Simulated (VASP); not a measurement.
# AgO (I-4m2) in VASP: further runs

AgO is run at these levels: PBEsol; tasks: single point.

Program: VASP 6.6.1. These are calculated values, not measurements. Logs are shortened: lines on timing, memory, paths and dates and some standing lists are left out, and cuts for length are marked.

## Step 1: The cell of the first run

It takes space group I-4m2 (No. 119, tetragonal). Conventional cell: a = 3.405 Å, b = 3.405 Å, c = 4.696 Å, α = 90.00°, β = 90.00°, γ = 90.00°. Within 2.7 Å of Ag (site symmetry -4m2) lie 4 O at 2.07 Å. O (site symmetry -4m2) has 4 Ag at 2.07 Å within 2.7 Å.

## Step 2: Single point, PBEsol (strain +0.000 along x and y, -0.025 along z)

The input, INCAR:

```
SYSTEM = AgO
PREC = Accurate
ENCUT = 520
EDIFF = 1E-6
ISMEAR = 0
SIGMA = 0.15
LREAL = .False.
LASPH = .True.
NELM = 60
ALGO = Normal
ISIF = 2
LWAVE = .False.
LCHARG = .False.
GGA = PS
NBANDS = 16
```

The input, KPOINTS:

```
Automatic mesh
0
Gamma
  18 18 18
  0 0 0
```

The input, POSCAR:

```
AgO
1.0
    0.0000000000      2.4080000000      2.3478000000
    2.4080000000      0.0000000000      2.3478000000
    2.4080000000      2.4080000000      0.0000000000
Ag O
1 1
Direct
    0.0000000000      0.0000000000      0.0000000000
    0.7500000000      0.7500000000      0.7500000000
```

Potentials or basis: VASP PAW PBE potentials, release 64 (Ag, O).

Started as:

```bash
$ cat potpaw_PBE.64/Ag/POTCAR potpaw_PBE.64/O/POTCAR > POTCAR
$ mpirun -np 1 vasp_std > vasp.out
```

OUTCAR:

```text
SYSTEM = AgO
   PREC = Accurate
   ENCUT = 520
   EDIFF = 1E-6
   ISMEAR = 0
   LREAL = .False.
   LASPH = .True.
   NELM = 60
   ISIF = 2
   GGA = PS

 ion  position               nearest neighbor table
   1  0.000  0.000  0.000-   2 2.07   2 2.07   2 2.07   2 2.07
   2  0.750  0.750  0.750-   1 2.07   1 2.07   1 2.07   1 2.07

  LATTYP: Found a body centered tetragonal cell.
 ALAT       =     3.4054262582
 C/A-ratio  =     1.3788582233

  Lattice vectors:

 A1 = (   0.0000000000,  -2.4080000000,  -2.3478000000)
 A2 = (   0.0000000000,   2.4080000000,  -2.3478000000)
 A3 = (   2.4080000000,   0.0000000000,   2.3478000000)

Analysis of symmetry for initial positions (statically):
=====================================================================
 Subroutine PRICEL returns:
 Original cell was already a primitive cell.

 Routine SETGRP: Setting up the symmetry group for a
 body centered tetragonal supercell.

 Subroutine GETGRP returns: Found  8 space group operations
 (whereof  8 operations were pure point group operations)
 out of a pool of 16 trial point group operations.

The static configuration has the point symmetry D_2d.

Analysis of symmetry for dynamics (positions and initial velocities):
=====================================================================
 Subroutine PRICEL returns:
 Original cell was already a primitive cell.

 Routine SETGRP: Setting up the symmetry group for a
 body centered tetragonal supercell.

 Subroutine GETGRP returns: Found  8 space group operations
 (whereof  8 operations were pure point group operations)
 out of a pool of 16 trial point group operations.

The dynamic configuration has the point symmetry D_2d.

 Subroutine INISYM returns: Found  8 space group operations
 (whereof  8 operations are pure point group operations),
 and found     1 'primitive' translations

----------------------------------------------------------------------------------------

                                     Primitive cell

  volume of cell :      27.2273

  direct lattice vectors                    reciprocal lattice vectors
     0.000000000  2.408000000  2.347800000    -0.207641196  0.207641196  0.212965329
     2.408000000  0.000000000  2.347800000     0.207641196 -0.207641196  0.212965329
     2.408000000  2.408000000  0.000000000     0.207641196  0.207641196 -0.212965329

  length of vectors
     3.363127836  3.363127836  3.405426258     0.362745040  0.362745040  0.362745040

  position of ions in fractional coordinates (direct lattice)
     0.000000000  0.000000000  0.000000000
     0.750000000  0.750000000  0.750000000

  ion indices of the primitive-cell ions
   primitive index   ion index
                 1           1
                 2           2

----------------------------------------------------------------------------------------

 KPOINTS: Automatic mesh

Automatic generation of k-mesh.
 Grid dimensions read from file:
 generate k-points for:   18   18   18

 Generating k-lattice:

  Cartesian coordinates                     Fractional coordinates (reciprocal lattice)
    -0.011535622  0.011535622  0.011831407     0.055555556  0.000000000  0.000000000
     0.011535622 -0.011535622  0.011831407     0.000000000  0.055555556  0.000000000
     0.011535622  0.011535622 -0.011831407     0.000000000  0.000000000  0.055555556

  Length of vectors
     0.020152502  0.020152502  0.020152502

  Shift w.r.t. Gamma in fractional coordinates (k-lattice)
     0.000000000  0.000000000  0.000000000

 Subroutine IBZKPT returns following result:
 ===========================================

 Found    480 irreducible k-points:

 Following reciprocal coordinates:
            Coordinates               Weight
  0.000000  0.000000  0.000000      1.000000
  0.055556 -0.000000  0.000000      8.000000
  0.111111 -0.000000  0.000000      8.000000
  0.166667  0.000000  0.000000      8.000000
  0.222222  0.000000  0.000000      8.000000
  0.277778  0.000000  0.000000      8.000000
[... 16 lines left out ...]
 -0.277778  0.055556  0.000000      8.000000
 -0.222222  0.055556  0.000000      8.000000
 [... further k-points ...]
   k-points           NKPTS =    480   k-points in BZ     NKDIM =    480   number of bands    NBANDS=     16
   number of dos      NEDOS =    301   number of ions     NIONS =      2
   total plane-waves  NPLWV =  21952
   dimension x,y,z NGX =    28 NGY =   28 NGZ =   28
   dimension x,y,z NGXF=    56 NGYF=   56 NGZF=   56
   ions per type =               1   1
   NGX,Y,Z   is equivalent  to a cutoff of  13.84, 13.84, 13.67 a.u.
   NGXF,Y,Z  is equivalent  to a cutoff of  27.68, 27.68, 27.34 a.u.
 SYSTEM =  AgO
   PREC   = accura    normal or accurate (medium, high low for compatibility)
   ISTART =      0    job   : 0-new  1-cont  2-samecut
   ICHARG =      2    charge: 1-file 2-atom 10-const
   ISPIN  =      1    spin polarized calculation?
   LNONCOLLINEAR =      F non collinear calculations
   LSORBIT =      F    spin-orbit coupling
   LASPH  =      T    aspherical Exc in radial PAW
   ENCUT  =  520.0 eV  38.22 Ry    6.18 a.u.   6.25  6.25  6.33*2*pi/ulx,y,z
   NELM   =     60;   NELMIN=  2; NELMDL= -5     # of ELM steps
   EDIFF  = 0.1E-05   stopping-criterion for ELM
   LREAL  =      F    real-space projection
   EDIFFG = 0.1E-04   stopping-criterion for IOM
   NSW    =      0    number of steps for IOM
   IBRION =     -1    ionic relax: 0-MD 1-quasi-New 2-CG
   NFREE  =      0    steps in history (QN), initial steepest desc. (CG)
   ISIF   =      2    stress and relaxation
   ISYM   =      2    0-nonsym 1-usesym 2-fastsym
   POTIM  = 0.5000    time-step for ionic-motion
   TEBEG  =    0.0;   TEEND  =   0.0 temperature during run
   PSTRESS=    0.0 pullay stress
   NELECT =      17.0000    total number of electrons
   NUPDOWN=      -1.0000    fix difference up-down
   EMIN   =  10.00;   EMAX   =-10.00  energy-range for DOS
   EFERMI =   0.00;   METHOD = LEGACY
   ISMEAR =     0;   SIGMA  =   0.15  broadening in eV -4-tet -1-fermi 0-gaus
   EFERMI_NEDOS =   21; number of points for ismear=-14 and -15
   IALGO  =     38    algorithm
   IMIX   =      4    mixing-type and parameters
     AMIX     =   0.40;   BMIX     =  1.00
     AMIX_MAG =   1.60;   BMIX_MAG =  1.00
  volume/ion in A,a.u.               =      13.61        91.87
  Fermi-wavevector in a.u.,A,eV,Ry     =   1.399232  2.644165 26.638176  1.957851
  Thomas-Fermi vector in A             =   2.522312
   LORBIT       =      0    0 simple, 1 ext, 2 COOP (PROOUT), +10 PAW based schemes
   GGA     = PS    functional components
   LHFCALC =     F    Hartree Fock is set to
   AEXX    =    0.0000 exact exchange contribution
   IVDW    =     0    specifies the selected vdW correction
   LEPSILON=     F    determine dielectric tensor
   LRPA    =     F    only Hartree local field effects (RPA)
 non-spin polarized calculation
 Gauss-broadening in eV      SIGMA  =   0.15
  energy-cutoff  :      520.00
  volume of cell :       27.23
 maximum number of plane-waves:       754
 NGX is ok and might be reduce to    28
   NGX = 13   NGY = 13   NGZ = 13

 number of electron      16.9999996 magnetization

 Free energy of the ion-electron system (eV)
  ---------------------------------------------------
  ext. energy  EPLUGINS =         0.00000000
  ---------------------------------------------------
  free energy    TOTEN  =        -7.96005636 eV

  energy without entropy =       -7.93664856  energy(sigma->0) =       -7.94835246

 E-fermi :   5.1676     XC(G=0): -11.4363

 val. band max:        5.1653320757   @ k =   0.4444   0.0000   0.0000
 cond. band min:       5.1712885285   @ k =  -0.3333   0.1667   0.0556
 fundamental gap:      0.0059564528
 Fermi energy:         5.1675892571

 k-point     1 :       0.0000    0.0000    0.0000
  band No.  band energies     occupation
      1     -13.4233      2.00000
      2      -1.1363      2.00000
      3      -1.1363      2.00000
      4      -1.0940      2.00000
      5       1.7530      2.00000
      6       1.8393      2.00000
[... 8 lines left out ...]
     15      24.8077      0.00000
     16      24.8077      0.00000

 k-point     2 :       0.0556   -0.0000    0.0000
  band No.  band energies     occupation
      1     -13.4111      2.00000
      2      -1.1422      2.00000
      3      -1.1209      2.00000
      4      -1.0837      2.00000
      5       1.7486      2.00000
      6       1.8329      2.00000
[... 8 lines left out ...]
     15      24.6751      0.00000
     16      24.9827      0.00000

 k-point     3 :       0.1111   -0.0000    0.0000
  band No.  band energies     occupation
      1     -13.3759      2.00000
      2      -1.1634      2.00000
      3      -1.0772      2.00000
      4      -1.0409      2.00000
      5       1.7391      2.00000
      6       1.8172      2.00000
[... 8 lines left out ...]
     15      24.3934      0.00000
     16      24.7478      0.00000

 k-point     4 :       0.1667    0.0000    0.0000
  band No.  band energies     occupation
      1     -13.3225      2.00000
      2      -1.1758      2.00000
      3      -1.0127      2.00000
      4      -0.9715      2.00000
      5       1.7338      2.00000
      6       1.8015      2.00000
[... 8 lines left out ...]
     15      24.1588      0.00000
     16      24.4834      0.00000

 k-point     5 :       0.2222    0.0000    0.0000
  band No.  band energies     occupation
      1     -13.2576      2.00000
      2      -1.1487      2.00000
      3      -0.9383      2.00000
      4      -0.8886      2.00000
      5       1.7454      2.00000
      6       1.7981      2.00000
[... 8 lines left out ...]
     15      24.1088      0.00000
     16      24.3816      0.00000

 k-point     6 :       0.2778    0.0000    0.0000
  band No.  band energies     occupation
      1     -13.1892      2.00000
      2      -1.0605      2.00000
      3      -0.8664      2.00000
      4      -0.8054      2.00000
      5       1.7834      2.00000
      6       1.8173      2.00000
[... 8 lines left out ...]
     15      24.2982      0.00000
     16      24.5256      0.00000

 k-point     7 :       0.3333    0.0000    0.0000
  band No.  band energies     occupation
      1     -13.1258      2.00000
      2      -0.9064      2.00000
      3      -0.8070      2.00000
      4      -0.7331      2.00000
      5       1.8484      2.00000
      6       1.8617      2.00000
[... 8 lines left out ...]
     15      24.6973      0.00000
     16      24.9088      0.00000

 k-point     8 :       0.3889    0.0000    0.0000
  band No.  band energies     occupation
      1     -13.0748      2.00000
      2      -0.7654      2.00000
      3      -0.7190      2.00000
      4      -0.6649      2.00000
      5       1.9208      2.00000
      6       1.9272      2.00000
[... 8 lines left out ...]
     15      25.2110      0.00000
     16      25.4435      0.00000

 k-point     9 :       0.4444    0.0000    0.0000
  band No.  band energies     occupation
      1     -13.0419      2.00000
      2      -0.7417      2.00000
      3      -0.6594      2.00000
      4      -0.4995      2.00000
      5       1.9714      2.00000
      6       1.9939      2.00000
[... 8 lines left out ...]
     15      25.6831      0.00000
     16      25.9656      0.00000
[... 172 lines left out ...]
 k-point    19 :       0.5000    0.0556    0.0000
  band No.  band energies     occupation
      1     -13.0268      2.00000
      2      -0.7093      2.00000
      3      -0.6620      2.00000
      4      -0.4040      2.00000
      5       1.9774      2.00000
      6       2.0209      2.00000
[... 8 lines left out ...]
     15      25.9240      0.00000
     16      26.0154      0.00000

 k-point    20 :      -0.4444    0.0556    0.0000
  band No.  band energies     occupation
      1     -13.0308      2.00000
      2      -0.7172      2.00000
      3      -0.6593      2.00000
      4      -0.4275      2.00000
      5       1.9782      2.00000
      6       1.9833      2.00000
[... 8 lines left out ...]
     15      25.7105      0.00000
     16      26.0949      0.00000

 k-point    21 :      -0.3889    0.0556    0.0000
  band No.  band energies     occupation
      1     -13.0568      2.00000
      2      -0.7410      2.00000
      3      -0.6900      2.00000
      4      -0.5824      2.00000
      5       1.8967      2.00000
      6       1.9722      2.00000
[... 8 lines left out ...]
     15      25.0936      0.00000
     16      25.9036      0.00000

 k-point    22 :      -0.3333    0.0556    0.0000
  band No.  band energies     occupation
      1     -13.1019      2.00000
      2      -0.8347      2.00000
      3      -0.7823      2.00000
      4      -0.6865      2.00000
      5       1.8055      2.00000
      6       1.9322      2.00000
[... 8 lines left out ...]
     15      24.3907      0.00000
     16      25.5811      0.00000

 k-point    23 :      -0.2778    0.0556    0.0000
  band No.  band energies     occupation
      1     -13.1611      2.00000
      2      -1.0085      2.00000
      3      -0.8411      2.00000
      4      -0.7496      2.00000
      5       1.7318      2.00000
      6       1.8859      2.00000
[... 8 lines left out ...]
     15      23.7722      0.00000
     16      25.3348      0.00000

 k-point    24 :      -0.2222    0.0556    0.0000
  band No.  band energies     occupation
      1     -13.2277      2.00000
      2      -1.1252      2.00000
      3      -0.9130      2.00000
      4      -0.8235      2.00000
      5       1.6905      2.00000
      6       1.8531      2.00000
[... 8 lines left out ...]
     15      23.3792      0.00000
     16      25.2692      0.00000

 [... further k-points ...]

------------------------ aborting loop because EDIFF is reached ----------------------------------------

  FORCE on cell =-STRESS in cart. coord.  units (eV):
  Direction    XX          YY          ZZ          XY          YZ          ZX
  --------------------------------------------------------------------------------------
  -------------------------------------------------------------------------------------
  Total        2.6015889      2.6015889      2.4394600      0.0000000      0.0000000      0.0000000
  in kB      153.0894236    153.0894236    143.5490187      0.0000000      0.0000000      0.0000000
  external PRESSURE =     149.9092886 kB  Pullay stress =       0.0000000 kB

 VOLUME and BASIS-vectors are now :
 -----------------------------------------------------------------------------
  energy-cutoff  :      520.00
  volume of cell :       27.23
      direct lattice vectors                 reciprocal lattice vectors
     0.000000000  2.408000000  2.347800000    -0.207641196  0.207641196  0.212965329
     2.408000000  0.000000000  2.347800000     0.207641196 -0.207641196  0.212965329
     2.408000000  2.408000000  0.000000000     0.207641196  0.207641196 -0.212965329

 POSITION                                       TOTAL-FORCE (eV/Angst)
 -----------------------------------------------------------------------------------
      0.00000      0.00000      0.00000         0.000000      0.000000     -0.000000
      3.61200      3.61200      3.52170        -0.000000     -0.000000      0.000000
 -----------------------------------------------------------------------------------
    total drift:                               -0.000001     -0.000001      0.000001

  FREE ENERGIE OF THE ION-ELECTRON SYSTEM (eV)
  ---------------------------------------------------
  free  energy   TOTEN  =        -7.9600563604 eV

  energy  without entropy=       -7.9366485605  energy(sigma->0) =       -7.94835246
```

Wall time 88 s (1 thread of Intel Xeon 6975P-C (Granite Rapids), shared host); peak memory 0.32 GiB.

Results:

| Property | Result |
| --- | --- |
| Free energy | -7.9601 eV |
| Pressure | 15.0 GPa |
| Band gap on the k mesh | zero (an odd number of electrons rules out a gap without spin polarisation) |

Caveat: the cell differs from its parent crystal (strain +0.000 along x and y, -0.025 along z); the cell stands under pressure; the PAW data sets were made with another functional, which shifts forces and pressure a little; an odd number of electrons without spin polarisation forces a metal; a magnetic or distorted state may lie lower.

(Part 1 of 2 ends here.)
